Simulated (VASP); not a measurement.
Write the native input for VASP 6.6.1 that does the following.

* Task: single point
* Functional: PBEsol
* Potentials or basis: VASP PAW PBE potentials, release 64 (Cd, Se)
* Cutoff: 520 eV
* k mesh: 12 × 12 × 6
* Occupations: gaussian, width 0.02 eV
* Spin: no spin polarisation
* Dipole correction: no
* k mesh for the DOS: 18 × 18 × 9
* Occupations for the DOS: tetrahedron
* Further INCAR settings: ALGO = Normal; EDIFF = 1e-07; NBANDS = 26

CdSe:

```
CELL_PARAMETERS angstrom
4.38338 0.00000 0.00000
-2.19169 3.79612 0.00000
0.00000 0.00000 7.15355
ATOMIC_POSITIONS crystal
Cd 0.33333 0.66667 0.00458
Cd 0.66667 0.33333 0.50458
Se 0.33333 0.66667 0.38042
Se 0.66667 0.33333 0.88042
```

The input as run:

POSCAR

```
CdSe
1.0
    4.3833795273      0.0000000000      0.0000000000
   -2.1916897636      3.7961180251      0.0000000000
    0.0000000000      0.0000000000      7.1535456852
Cd Se
2 2
Direct
    0.3333333333      0.6666666667      0.0045810803
    0.6666666667      0.3333333333      0.5045810803
    0.3333333333      0.6666666667      0.3804189197
    0.6666666667      0.3333333333      0.8804189197
```

INCAR.step1

```
SYSTEM = CdSe
PREC     = Accurate       ! precision mode
ENCUT    = 520            ! plane-wave cutoff, eV
EDIFF    = 1E-7           ! SCF threshold, eV
ISMEAR   = 0              ! smearing method
SIGMA    = 0.02           ! smearing width, eV
LREAL    = .False.        ! projectors in reciprocal space
LASPH    = .True.         ! aspherical terms in the spheres
NELM     = 100            ! most SCF steps
ALGO     = Normal         ! electronic algorithm
ISIF     = 2              ! what is computed and relaxed
LWAVE    = .False.        ! write WAVECAR
LCHARG   = .True.         ! write CHGCAR
GGA      = PS             ! functional
NBANDS   = 26             ! bands
```

KPOINTS.step1

```
Automatic mesh
0
Gamma
  12 12 6
  0 0 0
```

INCAR.step2

```
SYSTEM = CdSe
PREC     = Accurate       ! precision mode
ENCUT    = 520            ! plane-wave cutoff, eV
EDIFF    = 1E-7           ! SCF threshold, eV
ISMEAR   = -5             ! smearing method
SIGMA    = 0.02           ! smearing width, eV
LREAL    = .False.        ! projectors in reciprocal space
LASPH    = .True.         ! aspherical terms in the spheres
NELM     = 100            ! most SCF steps
ALGO     = Normal         ! electronic algorithm
ISIF     = 2              ! what is computed and relaxed
LWAVE    = .False.        ! write WAVECAR
LCHARG   = .False.        ! write CHGCAR
GGA      = PS             ! functional
LORBIT   = 10             ! projections on sites
NBANDS   = 26             ! bands
NEDOS    = 2001           ! points of the DOS
ICHARG   = 11             ! starting density
```

KPOINTS.step2

```
Automatic mesh
0
Gamma
  18 18 9
  0 0 0
```

Potentials or basis: VASP PAW PBE potentials, release 64 (Cd, Se).

Run with:

```console
$ cat potpaw_PBE.64/Cd/POTCAR potpaw_PBE.64/Se/POTCAR > POTCAR
$ cp INCAR.step1 INCAR
$ cp KPOINTS.step1 KPOINTS
$ mpirun -np 1 vasp_std > vasp.out
$ cp INCAR.step2 INCAR
$ cp KPOINTS.step2 KPOINTS
$ mpirun -np 1 vasp_std > vasp.out
```

Results of the run:

| Quantity | Value |
| --- | --- |
| Valence electrons inside the program's atomic spheres | Cd 10.28; Se 3.82 |

Run time: 3.8 min on 1 thread of AMD EPYC 9R45 96-Core Processor (Zen 5), on a shared host, peak memory 0.57 GiB.
